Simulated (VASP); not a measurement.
As5S:

```
As S
1.0
     6.04898    0.00000    0.00000
    -3.02449    5.23857    0.00000
     0.00000    0.00000    5.43924
As S
5 1
Direct
  0.00000 0.33453 0.00000
  0.66547 0.66547 0.00000
  0.33453 0.00000 0.00000
  0.66667 0.33333 0.50000
  0.33333 0.66667 0.50000
  0.00000 0.00000 0.50000
```

* Program: VASP 6.6.1
* Task: relaxation of cell and atoms
* Functional: PBE
* Potentials or basis: VASP PAW PBE potentials, release 64 (As, S)
* Cutoff: 600 eV
* k mesh: 3 × 3 × 4
* Occupations: gaussian, width 0.1 eV
* Spin: no spin polarisation

At the start: pressure -13.4 GPa; volume 28.73 Å³/atom.

Q: How do energy, volume and symmetry change on relaxing?

A: Over 37 steps the energy falls by 703.0 meV/atom and the volume is 20.04 Å³/atom (-30.2 %); space group P-62m (No. 189, to 0.05 Å).

Step by step:
```
step  energy change (eV)  largest force (eV/Å)  pressure (GPa)  volume (Å³)
   1              0.0000                0.2654          -13.44       172.36
   2             -3.6464                0.1465           -3.82       118.96
   3             -3.7195                0.1118           -0.24       113.41
   4             -3.7186                0.1051            0.52       112.39
   5             -3.7273                0.1499           -0.23       113.40
   6             -3.7337                0.2169           -1.49       115.21
   7             -3.7368                0.2279           -1.55       115.28
   8             -3.7466                0.2598           -1.72       115.50
   9             -3.7687                0.3299           -2.06       115.92
  10             -3.8182                0.5465           -2.72       116.70
  11             -3.8940                0.6276           -3.09       118.01
  12             -3.8144                0.3675           -0.15       119.66
  13             -3.8989                0.6366           -2.99       118.26
  14             -3.9296                0.5581           -1.96       119.08
  15             -3.9224                0.6266           -2.64       118.63
  16             -3.9317                0.5895           -2.32       118.87
  17             -3.9506                0.5100           -1.35       118.21
  18             -3.9517                0.4845           -1.05       118.01
  19             -3.9750                0.4436           -0.76       117.45
  20             -4.0341                0.4193            0.05       115.77
  21             -4.0851                0.2102            2.18       112.38
  22             -4.1115                0.1714            0.89       114.16
  23             -4.1173                0.1384           -0.10       115.72
  24             -4.1173                0.1405           -0.03       115.61
  25             -4.1231                0.1354           -0.01       115.73
  26             -4.1405                0.1151            0.16       116.09
  27             -4.1532                0.1456            0.85       116.77
  28             -4.1560                0.1740            0.75       117.08
  29             -4.1641                0.1841            0.45       117.98
  30             -4.1719                0.1576           -0.11       119.81
  31             -4.1830                0.1487           -0.32       120.19
  32             -4.2018                0.1282           -0.93       121.31
  33             -4.2037                0.1238           -1.15       121.75
  34             -4.2135                0.0754           -0.28       120.49
  35             -4.2150                0.0508            0.21       119.82
  36             -4.2160                0.0466            0.21       119.93
  37             -4.2182                0.0345            0.23       120.26
```

Final structure:
```
CELL_PARAMETERS angstrom
5.07792 0.00000 0.00000
-2.53896 4.39761 0.00000
0.00000 0.00000 5.38535
ATOMIC_POSITIONS crystal
As 0.00000 0.43550 0.00000
As 0.56450 0.56450 0.00000
As 0.43550 0.00000 0.00000
As 0.66667 0.33333 0.50000
As 0.33333 0.66667 0.50000
S 0.00000 0.00000 0.50000
```

Caveat: the k points lie up to 0.48 Å⁻¹ apart in the final cell; the volume moved by over 15 % at a fixed basis, so the end points are rough.
